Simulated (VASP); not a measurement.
# LiBe4 (P-6m2) in VASP: notebook

Runs on LiBe4. Level: PBE. Tasks: single point.

Program: VASP 6.6.1. These are calculated values, not measurements. Logs are shortened: lines on timing, memory, paths and dates and some standing lists are left out, and cuts for length are marked.

### 1 The cell of the first run

It takes space group P-6m2 (No. 187, hexagonal). Conventional cell: a = 3.654 Å, b = 3.654 Å, c = 4.367 Å, α = 90.00°, β = 90.00°, γ = 120.00°. Li (site symmetry -6m2) has 11 Be at 2.11 to 2.37 Å within 2.8 Å. Within 2.9 Å of Be (site symmetry 3m) lie 8 Be at 2.16 to 2.38 Å and 3 Li at 2.37 Å. Be (site symmetry -6m2) has 2 Li at 2.18 Å and 6 Be at 2.38 Å within 2.9 Å. Be (site symmetry -6m2) has 3 Li at 2.11 Å and 6 Be at 2.37 Å within 2.8 Å.

### 2 Single point, PBE

Input file INCAR:

```
PREC     = Accurate       # precision mode
ENCUT    = 750            # plane-wave cutoff, eV
EDIFF    = 1E-6           # SCF threshold, eV
ISMEAR   = 0              # smearing method
SIGMA    = 0.2            # smearing width, eV
LREAL    = False          # projectors in reciprocal space
LASPH    = True           # aspherical terms in the spheres
NELM     = 120            # most SCF steps
ALGO     = Normal         # electronic algorithm
ISIF     = 2              # what is computed and relaxed
LWAVE    = False          # write WAVECAR
LCHARG   = False          # write CHGCAR
GGA      = PE             # functional
NBANDS   = 14             # bands
GGA_COMPAT= False
```

Input file KPOINTS:

```
Automatic mesh
0
Gamma
  6 6 4
```

Input file POSCAR:

```
LiBe4
1.0
    3.6542353690      0.0000000000      0.0000000000
   -1.8271176845      3.1646606609      0.0000000000
    0.0000000000      0.0000000000      4.3669874587
Li Be
1 4
Direct
    0.3333333333      0.6666666667      0.0000000000
    0.0000000000      0.0000000000      0.2477085676
    0.0000000000      0.0000000000      0.7522914324
    0.3333333333      0.6666666667      0.5000000000
    0.6666666667      0.3333333333      0.0000000000
```

Potentials or basis: VASP PAW PBE potentials, release 64 (Li_sv, Be).

The run is started by

```
cat potpaw_PBE.64/Li_sv/POTCAR potpaw_PBE.64/Be/POTCAR > POTCAR
mpirun -np 1 vasp_std > vasp.out
```

OUTCAR:

```text
PREC = Accurate
   ENCUT = 750
   EDIFF = 1E-6
   ISMEAR = 0
   LREAL = False
   LASPH = True
   NELM = 120
   ISIF = 2
   GGA = PE

 ion  position               nearest neighbor table
   1  0.333  0.667  0.000-   5 2.11   5 2.11   5 2.11   4 2.18   4 2.18   2 2.37   3 2.37   3 2.37
                             2 2.37   3 2.37   2 2.37
   2  0.000  0.000  0.248-   3 2.16   3 2.20   1 2.37   5 2.37   1 2.37   5 2.37   5 2.37   1 2.37
                             4 2.38   4 2.38   4 2.38
   3  0.000  0.000  0.752-   2 2.16   2 2.20   5 2.37   1 2.37   1 2.37   5 2.37   5 2.37   1 2.37
                             4 2.38   4 2.38   4 2.38
   4  0.333  0.667  0.500-   1 2.18   1 2.18   3 2.38   2 2.38   2 2.38   3 2.38   2 2.38   3 2.38

   5  0.667  0.333  0.000-   1 2.11   1 2.11   1 2.11   3 2.37   2 2.37   2 2.37   3 2.37   2 2.37
                             3 2.37

  LATTYP: Found a hexagonal cell.
 ALAT       =     3.6542353690
 C/A-ratio  =     1.1950482160

  Lattice vectors:

 A1 = (   3.6542353690,   0.0000000000,   0.0000000000)
 A2 = (  -1.8271176845,   3.1646606609,   0.0000000000)
 A3 = (   0.0000000000,   0.0000000000,   4.3669874587)

Analysis of symmetry for initial positions (statically):
=====================================================================
 Subroutine PRICEL returns:
 Original cell was already a primitive cell.

 Routine SETGRP: Setting up the symmetry group for a
 hexagonal supercell.

 Subroutine GETGRP returns: Found 12 space group operations
 (whereof 12 operations were pure point group operations)
 out of a pool of 24 trial point group operations.

The static configuration has the point symmetry D_3h.

Analysis of symmetry for dynamics (positions and initial velocities):
=====================================================================
 Subroutine PRICEL returns:
 Original cell was already a primitive cell.

 Routine SETGRP: Setting up the symmetry group for a
 hexagonal supercell.

 Subroutine GETGRP returns: Found 12 space group operations
 (whereof 12 operations were pure point group operations)
 out of a pool of 24 trial point group operations.

The dynamic configuration has the point symmetry D_3h.

 Subroutine INISYM returns: Found 12 space group operations
 (whereof 12 operations are pure point group operations),
 and found     1 'primitive' translations

----------------------------------------------------------------------------------------

                                     Primitive cell

  volume of cell :      50.5017

  direct lattice vectors                    reciprocal lattice vectors
     3.654235369  0.000000000  0.000000000     0.273655060  0.157994823  0.000000000
    -1.827117684  3.164660661  0.000000000     0.000000000  0.315989645  0.000000000
     0.000000000  0.000000000  4.366987459     0.000000000  0.000000000  0.228990811

  length of vectors
     3.654235369  3.654235369  4.366987459     0.315989645  0.315989645  0.228990811

  position of ions in fractional coordinates (direct lattice)
     0.333333333  0.666666667  0.000000000
     0.000000000  0.000000000  0.247708568
     0.000000000  0.000000000  0.752291432
     0.333333333  0.666666667  0.500000000
     0.666666667  0.333333333  0.000000000

  ion indices of the primitive-cell ions
   primitive index   ion index
                 1           1
                 2           2
                 3           3
                 4           4
                 5           5

----------------------------------------------------------------------------------------

 KPOINTS: Automatic mesh

Automatic generation of k-mesh.
 Grid dimensions read from file:
 generate k-points for:    6    6    4

 Generating k-lattice:

  Cartesian coordinates                     Fractional coordinates (reciprocal lattice)
     0.045609177  0.026332470  0.000000000     0.166666667  0.000000000  0.000000000
     0.000000000  0.052664941  0.000000000     0.000000000  0.166666667  0.000000000
     0.000000000  0.000000000  0.057247703     0.000000000  0.000000000  0.250000000

  Length of vectors
     0.052664941  0.052664941  0.057247703

  Shift w.r.t. Gamma in fractional coordinates (k-lattice)
     0.000000000  0.000000000  0.000000000

 Subroutine IBZKPT returns following result:
 ===========================================

 Found     21 irreducible k-points:

 Following reciprocal coordinates:
            Coordinates               Weight
  0.000000  0.000000  0.000000      1.000000
  0.166667  0.000000  0.000000      6.000000
  0.333333  0.000000  0.000000      6.000000
  0.500000  0.000000  0.000000      3.000000
  0.166667  0.166667  0.000000      6.000000
  0.333333  0.166667  0.000000     12.000000
[... 13 lines left out ...]
  0.333333  0.166667  0.500000     12.000000
  0.333333  0.333333  0.500000      2.000000
   k-points           NKPTS =     21   k-points in BZ     NKDIM =     21   number of bands    NBANDS=     14
   number of dos      NEDOS =    301   number of ions     NIONS =      5
   total plane-waves  NPLWV =  51840
   dimension x,y,z NGX =    36 NGY =   36 NGZ =   40
   dimension x,y,z NGXF=    72 NGYF=   72 NGZF=   80
   ions per type =               1   4
   NGX,Y,Z   is equivalent  to a cutoff of  16.38, 16.38, 15.23 a.u.
   NGXF,Y,Z  is equivalent  to a cutoff of  32.76, 32.76, 30.46 a.u.
 SYSTEM =  unknown system
   PREC   = accura    normal or accurate (medium, high low for compatibility)
   ISTART =      0    job   : 0-new  1-cont  2-samecut
   ICHARG =      2    charge: 1-file 2-atom 10-const
   ISPIN  =      1    spin polarized calculation?
   LNONCOLLINEAR =      F non collinear calculations
   LSORBIT =      F    spin-orbit coupling
   LASPH  =      T    aspherical Exc in radial PAW
   ENCUT  =  750.0 eV  55.12 Ry    7.42 a.u.   8.16  8.16  9.75*2*pi/ulx,y,z
   NELM   =    120;   NELMIN=  2; NELMDL= -5     # of ELM steps
   EDIFF  = 0.1E-05   stopping-criterion for ELM
   LREAL  =      F    real-space projection
   EDIFFG = 0.1E-04   stopping-criterion for IOM
   NSW    =      0    number of steps for IOM
   IBRION =     -1    ionic relax: 0-MD 1-quasi-New 2-CG
   NFREE  =      0    steps in history (QN), initial steepest desc. (CG)
   ISIF   =      2    stress and relaxation
   ISYM   =      2    0-nonsym 1-usesym 2-fastsym
   POTIM  = 0.5000    time-step for ionic-motion
   TEBEG  =    0.0;   TEEND  =   0.0 temperature during run
   PSTRESS=    0.0 pullay stress
   NELECT =      11.0000    total number of electrons
   NUPDOWN=      -1.0000    fix difference up-down
   EMIN   =  10.00;   EMAX   =-10.00  energy-range for DOS
   EFERMI =   0.00;   METHOD = LEGACY
   ISMEAR =     0;   SIGMA  =   0.20  broadening in eV -4-tet -1-fermi 0-gaus
   EFERMI_NEDOS =   21; number of points for ismear=-14 and -15
   IALGO  =     38    algorithm
   IMIX   =      4    mixing-type and parameters
     AMIX     =   0.40;   BMIX     =  1.00
     AMIX_MAG =   1.60;   BMIX_MAG =  1.00
  volume/ion in A,a.u.               =      10.10        68.16
  Fermi-wavevector in a.u.,A,eV,Ry     =   0.985002  1.861384 13.200771  0.970229
  Thomas-Fermi vector in A             =   2.116277
   LORBIT       =      0    0 simple, 1 ext, 2 COOP (PROOUT), +10 PAW based schemes
   GGA     = PE    functional components
   LHFCALC =     F    Hartree Fock is set to
   AEXX    =    0.0000 exact exchange contribution
   IVDW    =     0    specifies the selected vdW correction
   LEPSILON=     F    determine dielectric tensor
   LRPA    =     F    only Hartree local field effects (RPA)
 non-spin polarized calculation
 Gauss-broadening in eV      SIGMA  =   0.20
  energy-cutoff  :      750.00
  volume of cell :       50.50
 maximum number of plane-waves:      2372
 NGX is ok and might be reduce to    36
   NGX = 17   NGY = 17   NGZ = 19

 number of electron      11.0000000 magnetization

 Free energy of the ion-electron system (eV)
  ---------------------------------------------------
  ext. energy  EPLUGINS =         0.00000000
  ---------------------------------------------------
  free energy    TOTEN  =       -14.52665649 eV

  energy without entropy =      -14.49897993  energy(sigma->0) =      -14.51281821

 E-fermi :   3.5662     XC(G=0):  -9.6118

 val. band max:        3.5527389182   @ k =   0.5000   0.0000   0.5000
 cond. band min:       3.5778693348   @ k =   0.1667   0.1667   0.5000
 fundamental gap:      0.0251304166
 Fermi energy:         3.5661825466

 k-point     1 :       0.0000    0.0000    0.0000
  band No.  band energies     occupation
      1     -40.6497      2.00000
      2      -4.2953      2.00000
      3       1.2502      2.00000
      4       1.4624      2.00000
      5       5.2074      0.00000
      6       5.2074      0.00000
      7       6.3525      0.00000
      8       6.3525      0.00000
      9      11.3543      0.00000
     10      11.7891      0.00000
     11      11.7891      0.00000
     12      11.9128      0.00000
     13      12.2984      0.00000
     14      12.4873      0.00000

 k-point     2 :       0.1667    0.0000    0.0000
  band No.  band energies     occupation
      1     -40.6491      2.00000
      2      -3.9995      2.00000
      3       1.5554      2.00000
      4       1.6210      2.00000
      5       3.1303      1.99795
      6       3.8048      0.09155
      7       7.1034      0.00000
      8       8.2122      0.00000
      9       9.8949      0.00000
     10      10.9690      0.00000
     11      11.2174      0.00000
     12      11.9478      0.00000
     13      11.9617      0.00000
     14      12.6494      0.00000
[... 292 lines left out ...]
      1     -40.6477      2.00000
      2      -1.0777      2.00000
      3      -0.6090      2.00000
      4       0.9931      2.00000
      5       1.3699      2.00000
      6       2.6379      2.00000
      7       3.3443      1.88332
      8       8.9947      0.00000
      9       9.5708      0.00000
     10      12.3218      0.00000
     11      12.6190      0.00000
     12      14.1434      0.00000
     13      14.2479      0.00000
     14      14.7758      0.00000

 k-point    21 :       0.3333    0.3333    0.5000
  band No.  band energies     occupation
      1     -40.6475      2.00000
      2      -0.4240      2.00000
      3       0.6889      2.00000
      4       0.7234      2.00000
      5       1.0866      2.00000
      6       1.3965      2.00000
      7       1.5760      2.00000
      8      10.6232      0.00000
      9      11.4486      0.00000
     10      12.0918      0.00000
     11      12.6903      0.00000
     12      14.1119      0.00000
     13      14.4874      0.00000
     14      14.6146      0.00000

------------------------ aborting loop because EDIFF is reached ----------------------------------------

  FORCE on cell =-STRESS in cart. coord.  units (eV):
  Direction    XX          YY          ZZ          XY          YZ          ZX
  --------------------------------------------------------------------------------------
  -------------------------------------------------------------------------------------
  Total       -0.1267976     -0.1267976     -0.0205961      0.0000000      0.0000000      0.0000000
  in kB       -4.0226863     -4.0226863     -0.6534174      0.0000000      0.0000000      0.0000000
  external PRESSURE =      -2.8995966 kB  Pullay stress =       0.0000000 kB

 VOLUME and BASIS-vectors are now :
 -----------------------------------------------------------------------------
  energy-cutoff  :      750.00
  volume of cell :       50.50
      direct lattice vectors                 reciprocal lattice vectors
     3.654235369  0.000000000  0.000000000     0.273655060  0.157994823  0.000000000
    -1.827117684  3.164660661  0.000000000     0.000000000  0.315989645  0.000000000
     0.000000000  0.000000000  4.366987459     0.000000000  0.000000000  0.228990811

 POSITION                                       TOTAL-FORCE (eV/Angst)
 -----------------------------------------------------------------------------------
     -0.00000      2.10977      0.00000         0.000000     -0.000000      0.000000
      0.00000      0.00000      1.08174        -0.000000      0.000000      0.024390
      0.00000      0.00000      3.28525        -0.000000      0.000000     -0.024390
     -0.00000      2.10977      2.18349        -0.000000      0.000000      0.000000
      1.82712      1.05489      0.00000        -0.000000      0.000000      0.000000
 -----------------------------------------------------------------------------------
    total drift:                                0.000000     -0.000000     -0.000000

  FREE ENERGIE OF THE ION-ELECTRON SYSTEM (eV)
  ---------------------------------------------------
  free  energy   TOTEN  =       -14.5266564897 eV

  energy  without entropy=      -14.4989799331  energy(sigma->0) =      -14.51281821
```

It took 41 s on 1 thread of Intel Xeon 8259CL, shared host; peak memory 0.21 GiB.

What came out:

* Free energy: -14.5267 eV
* Pressure: -0.3 GPa
* Largest force: 0.024 eV/Å

Forces on the atoms (eV/Å):
```
Li   0.000  0.000  0.000
Be   0.000  0.000  0.024
Be   0.000  0.000 -0.024
Be   0.000  0.000  0.000
Be   0.000  0.000  0.000
```

### 3 Single point, PBE

This run uses another cell than the first one, of 14.41 Å³/atom, 1.427 times its volume.

Input file INCAR:

```
ALGO = Normal ; EDIFF = 1E-6
ENCUT = 750 ; GGA = PE
GGA_COMPAT = False ; ISIF = 2
ISMEAR = 0 ; LASPH = True
LCHARG = True ; LELF = True
LREAL = False ; LVHAR = True
LWAVE = False ; NBANDS = 14
NELM = 120 ; PREC = Accurate
SIGMA = 0.2
```

Input file KPOINTS:

```
k-points
0
Gamma
  5 5 5
```

Input file POSCAR:

```
LiBe4
1.0
    4.2120249700      0.0000000000      0.0000000000
   -2.1060124850      3.6477206254      0.0000000000
    0.0000000000      0.0000000000      4.6899007652
Li Be
1 4
Direct
    0.3333333333      0.6666666667      0.0000000000
    0.5002907231      0.4997092769      0.5000000000
    0.5002907231      1.0005814463      0.5000000000
   -0.0005814463      0.4997092769      0.5000000000
    0.0000000000      0.0000000000      0.5000000000
```

Potentials or basis: VASP PAW PBE potentials, release 64 (Li_sv, Be).

The run is started by

```
cat potpaw_PBE.64/Li_sv/POTCAR potpaw_PBE.64/Be/POTCAR > POTCAR
mpirun -np 1 vasp_std > vasp.out
```

It took 57 s on 1 thread of Intel Xeon 8259CL, shared host; peak memory 0.24 GiB.

It converged, with:

| Property | Result |
| --- | --- |
| Free energy | -15.2759 eV |
| Pressure | 0.1 GPa |

Levels at points of the mesh, in eV from the Fermi level:
```tsv
k point	band 4	band 5	band 6	band 7	band 8	band 9
(0.00, 0.00, 0.00)	-1.26	-1.21	-1.21	2.63	4.27	4.27
```
